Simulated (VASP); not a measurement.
# BAs (F-43m) in VASP: notebook

The runs below take BAs through dielectric tensor, vibrations by perturbation theory, with PBEsol, BLYP, LDA.

All numbers are computed with VASP 6.6.1; they aren't measurements. Logs are shortened: lines on timing, memory, paths and dates and some standing lists are left out, and cuts for length are marked.

### 1 The cell of the first run

The structure is cubic, space group F-43m (No. 216). Conventional cell: a = 4.777 Å, b = 4.777 Å, c = 4.777 Å, α = 90.00°, β = 90.00°, γ = 90.00°. Within 2.7 Å of As (site symmetry -43m) lie 4 B at 2.07 Å. Within 2.7 Å of B (site symmetry -43m) lie 4 As at 2.07 Å.

### 2 Dielectric tensor, PBEsol

INCAR

```
SYSTEM = BAs
PREC = Accurate
ENCUT = 520
EDIFF = 1E-8
ISMEAR = 0
SIGMA = 0.01
LREAL = .FALSE.
LASPH = .TRUE.
NELM = 80
ALGO = Normal
ISIF = 2
LWAVE = .FALSE.
LCHARG = .FALSE.
GGA = PS
LEPSILON = .TRUE.
```

KPOINTS

```
regular mesh
0
G
  10 10 10
  0 0 0
```

POSCAR

```
BAs
1.0
    0.0000000000      2.3885000000      2.3885000000
    2.3885000000      0.0000000000      2.3885000000
    2.3885000000      2.3885000000      0.0000000000
As B
1 1
Direct
    0.7500000000      0.7500000000      0.7500000000
    0.0000000000      0.0000000000      0.0000000000
```

Potentials or basis: VASP PAW PBE potentials, release 64 (As, B).

Command:

```console
cat potpaw_PBE.64/As/POTCAR potpaw_PBE.64/B/POTCAR > POTCAR
mpirun -np 1 vasp_std > vasp.out
```

OUTCAR:

```text
SYSTEM = BAs
   PREC = Accurate
   ENCUT = 520
   EDIFF = 1E-8
   ISMEAR = 0
   LREAL = .FALSE.
   LASPH = .TRUE.
   NELM = 80
   ISIF = 2
   GGA = PS
   LEPSILON = .TRUE.

 ion  position               nearest neighbor table
   1  0.750  0.750  0.750-   2 2.07   2 2.07   2 2.07   2 2.07
   2  0.000  0.000  0.000-   1 2.07   1 2.07   1 2.07   1 2.07

  LATTYP: Found a face centered cubic cell.
 ALAT       =     4.7770000000

  Lattice vectors:

 A1 = (   0.0000000000,   2.3885000000,   2.3885000000)
 A2 = (   2.3885000000,   0.0000000000,   2.3885000000)
 A3 = (   2.3885000000,   2.3885000000,   0.0000000000)

Analysis of symmetry for initial positions (statically):
=====================================================================
 Subroutine PRICEL returns:
 Original cell was already a primitive cell.

 Routine SETGRP: Setting up the symmetry group for a
 face centered cubic supercell.

 Subroutine GETGRP returns: Found 24 space group operations
 (whereof 24 operations were pure point group operations)
 out of a pool of 48 trial point group operations.

The static configuration has the point symmetry T_d .

Analysis of symmetry for dynamics (positions and initial velocities):
=====================================================================
 Subroutine PRICEL returns:
 Original cell was already a primitive cell.

 Routine SETGRP: Setting up the symmetry group for a
 face centered cubic supercell.

 Subroutine GETGRP returns: Found 24 space group operations
 (whereof 24 operations were pure point group operations)
 out of a pool of 48 trial point group operations.

The dynamic configuration has the point symmetry T_d .

 Subroutine INISYM returns: Found 24 space group operations
 (whereof 24 operations are pure point group operations),
 and found     1 'primitive' translations

----------------------------------------------------------------------------------------

                                     Primitive cell

  volume of cell :      27.2525

  direct lattice vectors                    reciprocal lattice vectors
     0.000000000  2.388500000  2.388500000    -0.209336404  0.209336404  0.209336404
     2.388500000  0.000000000  2.388500000     0.209336404 -0.209336404  0.209336404
     2.388500000  2.388500000  0.000000000     0.209336404  0.209336404 -0.209336404

  length of vectors
     3.377849094  3.377849094  3.377849094     0.362581287  0.362581287  0.362581287

  position of ions in fractional coordinates (direct lattice)
     0.750000000  0.750000000  0.750000000
     0.000000000  0.000000000  0.000000000

  ion indices of the primitive-cell ions
   primitive index   ion index
                 1           1
                 2           2

----------------------------------------------------------------------------------------

 KPOINTS: regular mesh

Automatic generation of k-mesh.
 Grid dimensions read from file:
 generate k-points for:   10   10   10

 Generating k-lattice:

  Cartesian coordinates                     Fractional coordinates (reciprocal lattice)
    -0.020933640  0.020933640  0.020933640     0.100000000  0.000000000  0.000000000
     0.020933640 -0.020933640  0.020933640     0.000000000  0.100000000  0.000000000
     0.020933640  0.020933640 -0.020933640     0.000000000  0.000000000  0.100000000
[... 76 lines left out ...]
     AMIX     =   0.40;   BMIX     =  1.00
     AMIX_MAG =   1.60;   BMIX_MAG =  1.00
  volume/ion in A,a.u.               =      13.63        91.95
  Fermi-wavevector in a.u.,A,eV,Ry     =   1.088018  2.056057 16.106360  1.183784
  Thomas-Fermi vector in A             =   2.224191
   LORBIT       =      0    0 simple, 1 ext, 2 COOP (PROOUT), +10 PAW based schemes
   GGA     = PS    functional components
   LHFCALC =     F    Hartree Fock is set to
   AEXX    =    0.0000 exact exchange contribution
   IVDW    =     0    specifies the selected vdW correction
   LEPSILON=     T    determine dielectric tensor
   LRPA    =     F    only Hartree local field effects (RPA)
 non-spin polarized calculation
 Gauss-broadening in eV      SIGMA  =   0.01
  energy-cutoff  :      520.00
  volume of cell :       27.25
 maximum number of plane-waves:       754
 NGX is ok and might be reduce to    28
   NGX = 13   NGY = 13   NGZ = 13

--------------------------------------- Ionic step        1  -------------------------------------------

 number of electron       8.0000000 magnetization

 E-fermi :   6.1594     XC(G=0): -10.7310

 val. band max:        6.0439542742   @ k =   0.0000   0.0000   0.0000
 cond. band min:       7.1199875435   @ k =   0.4000   0.4000   0.0000
 fundamental gap:      1.0760332692
 Fermi energy:         6.1594292191

 k-point     1 :       0.0000    0.0000    0.0000
  band No.  band energies     occupation
      1      -9.3931      2.00000
      2       6.0440      2.00000
      3       6.0440      2.00000
      4       6.0440      2.00000
      5       9.2838      0.00000
      6       9.2838      0.00000
      7       9.2838      0.00000
      8      10.7257      0.00000
[... 243 lines left out ...]
 k-point    24 :       0.4000    0.3000    0.0000
  band No.  band energies     occupation
      1      -6.7431      2.00000
      2      -0.4168      2.00000
      3       2.0342      2.00000
      4       2.5347      2.00000
      5       7.6504      0.00000
      6       9.3361      0.00000
      7      14.8460      0.00000
      8      15.0851      0.00000

 [... further k-points ...]

  FORCE on cell =-STRESS in cart. coord.  units (eV):
  Direction    XX          YY          ZZ          XY          YZ          ZX
  --------------------------------------------------------------------------------------
  -------------------------------------------------------------------------------------
  Total        0.0102465      0.0102465      0.0102465      0.0000000      0.0000000     -0.0000000
  in kB        0.6023955      0.6023955      0.6023955      0.0000000      0.0000000     -0.0000000
  external PRESSURE =       0.6023955 kB  Pullay stress =       0.0000000 kB

 VOLUME and BASIS-vectors are now :
 -----------------------------------------------------------------------------
  energy-cutoff  :      520.00
  volume of cell :       27.25
      direct lattice vectors                 reciprocal lattice vectors
     0.000000000  2.388500000  2.388500000    -0.209336404  0.209336404  0.209336404
     2.388500000  0.000000000  2.388500000     0.209336404 -0.209336404  0.209336404
     2.388500000  2.388500000  0.000000000     0.209336404  0.209336404 -0.209336404

 POSITION                                       TOTAL-FORCE (eV/Angst)
 -----------------------------------------------------------------------------------
      3.58275      3.58275      3.58275        -0.000000     -0.000000     -0.000000
      0.00000      0.00000      0.00000         0.000000      0.000000      0.000000
 -----------------------------------------------------------------------------------
    total drift:                                0.000000      0.000000      0.000000

  FREE ENERGIE OF THE ION-ELECTRON SYSTEM (eV)
  ---------------------------------------------------
  free  energy   TOTEN  =       -12.2038809263 eV

  energy  without entropy=      -12.2038809263  energy(sigma->0) =      -12.20388093

 HEAD OF MICROSCOPIC STATIC DIELECTRIC TENSOR (INDEPENDENT PARTICLE, excluding Hartree and local field effects)
 ------------------------------------------------------
          10.378600     0.000000     0.000000
           0.000000    10.378600     0.000000
          -0.000000    -0.000000    10.378600
 ------------------------------------------------------

 Free energy of the ion-electron system (eV)
  ---------------------------------------------------
  ---------------------------------------------------
  free energy    TOTEN  =        -0.72687500 eV

  energy without entropy =       -0.72687500

------------------------ aborting loop because EDIFF is reached ----------------------------------------

--------------------------------------- Ionic step        2  -------------------------------------------

------------------------ aborting loop because EDIFF is reached ----------------------------------------

--------------------------------------- Ionic step        3  -------------------------------------------

 Free energy of the ion-electron system (eV)
  ---------------------------------------------------
  ---------------------------------------------------
  free energy    TOTEN  =        -0.72687513 eV

  energy without entropy =       -0.72687513

------------------------ aborting loop because EDIFF is reached ----------------------------------------

 PIEZOELECTRIC TENSOR FIELD DIRECTION 3  (e Angst)
 -----------------------------------------------------------------------------
    -0.00041 -0.14976  0.00000           ( -0.00000 -0.09854  0.00000)
    -0.14976 -0.00041  0.00000           ( -0.09854 -0.00000  0.00000)
     0.00000  0.00000 -0.00006           (  0.00000  0.00000 -0.00000)

 PIEZOELECTRIC TENSOR FIELD DIRECTION 3  (C/m^2)
 -----------------------------------------------------------------------------
    -0.00024 -0.08805  0.00000
    -0.08805 -0.00024  0.00000
     0.00000  0.00000 -0.00003

 MACROSCOPIC STATIC DIELECTRIC TENSOR (including local field effects in DFT)
 ------------------------------------------------------
          10.000171     0.000000     0.000000
           0.000000    10.000171     0.000000
           0.000000     0.000000    10.000171
 ------------------------------------------------------

 PIEZOELECTRIC TENSOR (including local field effects)  for field in x, y, z        (e  Angst)
          XX          YY          ZZ          XY          YZ          ZX
  --------------------------------------------------------------------------------
  x     0.00000    -0.00000    -0.00000     0.00000    -0.14411     0.00000
  y     0.00000     0.00000    -0.00000     0.00000     0.00000    -0.14411
  z     0.00000     0.00000     0.00000    -0.14411     0.00000     0.00000

 PIEZOELECTRIC TENSOR (including local field effects)  for field in x, y, z        (C/m^2)
          XX          YY          ZZ          XY          YZ          ZX
  --------------------------------------------------------------------------------
  x     0.00000    -0.00000    -0.00000     0.00000    -0.08472     0.00000
  y     0.00000     0.00000    -0.00000     0.00000     0.00000    -0.08472
  z     0.00000     0.00000     0.00000    -0.08472     0.00000     0.00000

 BORN EFFECTIVE CHARGES (including local field effects) (in |e|, cummulative output)
 ---------------------------------------------------------------------------------
 ion    1
    1     0.50341     0.00000     0.00000
    2     0.00000     0.50341    -0.00000
    3    -0.00000    -0.00000     0.50341
 ion    2
    1    -0.50341     0.00000    -0.00000
    2    -0.00000    -0.50341     0.00000
    3     0.00000     0.00000    -0.50341
```

Wall time 2.2 min (1 thread of Intel Xeon Platinum 8488C (Sapphire Rapids), shared host); peak memory 0.25 GiB.

Results:

```yaml
Band_gap_on_the_k_mesh: 1.08 eV, indirect (least direct gap 3.24 eV)
Electronic_dielectric_tensor_diagonal: 10.00
Born_charges_mean_of_the_diagonal: As +0.50; B -0.50 e
```

Electronic dielectric tensor:
```
10.00  0.00  0.00
 0.00 10.00  0.00
 0.00  0.00 10.00
```

Born effective charge tensors (e):
atom 1, As
```
0.50 0.00 0.00
0.00 0.50 0.00
0.00 0.00 0.50
```
atom 2, B
```
-0.50  0.00  0.00
 0.00 -0.50  0.00
 0.00  0.00 -0.50
```

Caveat: the PAW data sets were made with another functional, which shifts forces and pressure a little.

[end of part 1 of 2]
